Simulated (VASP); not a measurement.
A run of VASP 6.6.1:

INCAR

```
PREC = Accurate
ENCUT = 520
EDIFF = 1E-6
ISMEAR = 0
SIGMA = 0.01
LREAL = F
LASPH = T
NELM = 60
ALGO = Normal
ISIF = 2
LWAVE = F
LCHARG = F
GGA = PS
NBANDS = 16
```

The input KPOINTS:

```
regular mesh
0
Gamma
  12 12 4
```

File POSCAR:

```
MgO
1.0
    3.2171166660      0.0000000000      0.0000000000
   -1.6085583281      2.7861047561      0.0000000000
    0.0000000000      0.0000000000      4.8462950346
Mg O
2 2
Direct
    0.3333333333      0.6666666667      0.0021597400
    0.6666666667      0.3333333333      0.5021597400
    0.3333333333      0.6666666667      0.4024402600
    0.6666666667      0.3333333333      0.9024402600
```

Potentials or basis: VASP PAW PBE potentials, release 64 (Mg, O).

Launch:

```console
$ cat potpaw_PBE.64/Mg/POTCAR potpaw_PBE.64/O/POTCAR > POTCAR
$ mpirun -np 1 vasp_std > vasp.out
```

Hardware: 1 thread of Intel(R) Xeon(R) 6975P-C (Granite Rapids), with other jobs on the host.

Question: Estimate the wall time of this run.

Answer: It took 12 s on 1 thread of Intel(R) Xeon(R) 6975P-C (Granite Rapids), with other jobs on the host, peak memory 0.17 GiB. Counts: scf iterations 12, k points 57.
